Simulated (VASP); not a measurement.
Here is a VASP 6.6.1 calculation.

File INCAR:

```
SYSTEM = AlN
PREC = Accurate ; ENCUT = 520
EDIFF = 1E-6 ; ISMEAR = 0
SIGMA = 0.01 ; LREAL = .False.
LASPH = .True. ; NELM = 120
ALGO = Normal ; ISIF = 2
LWAVE = .False. ; LCHARG = .False.
GGA = PE ; NBANDS = 26
GGA_COMPAT = .False.
```

KPOINTS

```
Automatic mesh
0
Gamma
  3 3 2
  0 0 0
```

The input POSCAR:

```
AlN
1.0
    6.2260000000      0.0000000000      0.0000000000
   -1.5565000000      2.6959370800      0.0000000000
    0.0000000000      0.0000000000      4.9810000000
Al N
4 4
Direct
    0.1687110235      0.6828338145      0.0035918490
    0.3336825182      0.3240175768      0.4987602891
    0.6683295836      0.6749868213     -0.0073673961
    0.8308751188      0.3196231865      0.4978126882
    0.1666075984      0.6596889865      0.3894882554
    0.3320410543      0.3406948949      0.8861881148
    0.6664377749      0.6563042636      0.3796948404
    0.8318351873      0.3404971899      0.8785029111
```

Potentials or basis: VASP PAW PBE potentials, release 64 (Al, N).

Run with:

```console
$ cat potpaw_PBE.64/Al/POTCAR potpaw_PBE.64/N/POTCAR > POTCAR
$ mpirun -np 1 vasp_std > vasp.out
```

**Question.** What does it give for the largest force?

**Answer.** 0.543 eV/Å.

**Question.** Predict the pressure.

**Answer.** 3.4 GPa.

Forces on the atoms (eV/Å):
```
Al  -0.031 -0.506 -0.072
Al  -0.173  0.191  0.323
Al  -0.155 -0.101  0.454
Al   0.033  0.244 -0.006
N   -0.033 -0.024 -0.542
N    0.041  0.138 -0.273
N   -0.020  0.094 -0.093
N    0.338 -0.037  0.209
```

Caveat: the k points lie up to 0.67 Å⁻¹ apart.
